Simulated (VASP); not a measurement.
A run of VASP 6.6.1 is set up as follows.

The input INCAR:

```
  PREC = Accurate
  ENCUT = 500
  EDIFF = 1E-6
  ISMEAR = 0
  SIGMA = 0.1
  LREAL = False
  LASPH = True
  NELM = 120
  ALGO = Normal
  ISIF = 2
  LWAVE = False
  LCHARG = False
  NBANDS = 11
  GGA_COMPAT = False
```

Contents of KPOINTS:

```
regular mesh
0
Gamma
  8 8 8
```

The input POSCAR:

```
Si
1.0
   -2.3713723045      2.3713723045      1.3292653899
    2.3713723045     -2.3713723045      1.3292653899
    2.3713723045      2.3713723045     -1.3292653899
Si
2
Direct
    0.2500000000      0.7500000000      0.5000000000
    0.5000000000      0.5000000000      0.0000000000
```

Potentials or basis: VASP PAW LDA potentials, release 64 (Si).

Run with:

```bash
$ cat potpaw_LDA.64/Si/POTCAR > POTCAR
$ mpirun -np 1 vasp_std > vasp.out
```

Q: Predict the band gap on the k mesh.

A: Zero (band 4 reaches 11.56 eV, above the bottom of band 5 at 6.27 eV).

Q: Estimate the pressure.

A: -0.6 GPa.

Stress tensor (GPa, compression positive):
```
-0.95  0.00  0.00
 0.00 -0.95  0.00
 0.00  0.00  0.21
```
